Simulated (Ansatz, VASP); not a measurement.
## Yb: VASP beside Ansatz

The input INCAR:

```
SYSTEM = Yb
PREC = Accurate
ENCUT = 520
EDIFF = 1E-6
ISMEAR = -1
SIGMA = 0.1
LREAL = .FALSE.
LASPH = .TRUE.
NELM = 80
ALGO = Normal
ISIF = 2
LWAVE = .FALSE.
LCHARG = .TRUE.
GGA = RE
LELF = .TRUE.
LVHAR = .TRUE.
NBANDS = 31
```

The input KPOINTS:

```
Automatic mesh
0
G
  7 7 7
  0 0 0
```

File POSCAR:

```
Yb
1.0
    0.0000000000      4.5521904545      4.5521904545
    4.5521904545      0.0000000000      4.5521904545
    4.5521904545      4.5521904545      0.0000000000
Yb
2
Direct
    0.1250000000      0.1250000000      0.1250000000
    0.8750000000      0.8750000000      0.8750000000
```

Input for Ansatz:

```yaml
crystal:
  lattice:
    - [0.0, 4.5521904545, 4.5521904545]
    - [4.5521904545, 0.0, 4.5521904545]
    - [4.5521904545, 4.5521904545, 0.0]
  atoms:
    - { symbol: Yb, position: [0.125, 0.125, 0.125] }
    - { symbol: Yb, position: [0.875, 0.875, 0.875] }
hamiltonian:
  xc: revpbe
  pseudopotentials:
    kind: paw
    azcp:
      Yb: "pseudopotentials/Yb.paw.azcp"
basis:
  ecutwfc: 420
  fft_grid_basis: typed
kpoints:
  mp_grid: { grid: [7, 7, 7], shift: [0, 0, 0] }
magnetization:
  spin_polarized: false
scf:
  occupations: { method: fermi_dirac, width: 0.1 }
  lower_state_search: "off"
output:
  stress: true
  write_density: true
  write_potential: true
  elf: true
  volumetric_format: npy
```

Alike in both runs: task single point; functional revPBE; k mesh 7 × 7 × 7; occupations fermi-dirac, width 0.1 eV; no spin polarisation.

|  | VASP | Ansatz |
| --- | --- | --- |
| version | VASP 6.6.1 | Ansatz 0.2.0 |
| potentials or method | VASP PAW PBE potentials, release 64 (Yb), cutoff 520 eV | plane waves (420 eV) with PAW, scalar-relativistic |
| valence electrons in the cell | 48 | 48 |

Ansatz gave:

- pressure (GPa): -0.2

**Question.** Estimate VASP's values.

**Answer.** Pressure (GPa): 0.3.

VASP's potentials were made for PBE, not for revPBE. The functional is the same, so the differences come from potentials, cutoffs and numerics.

Neither program's run includes spin-orbit coupling.
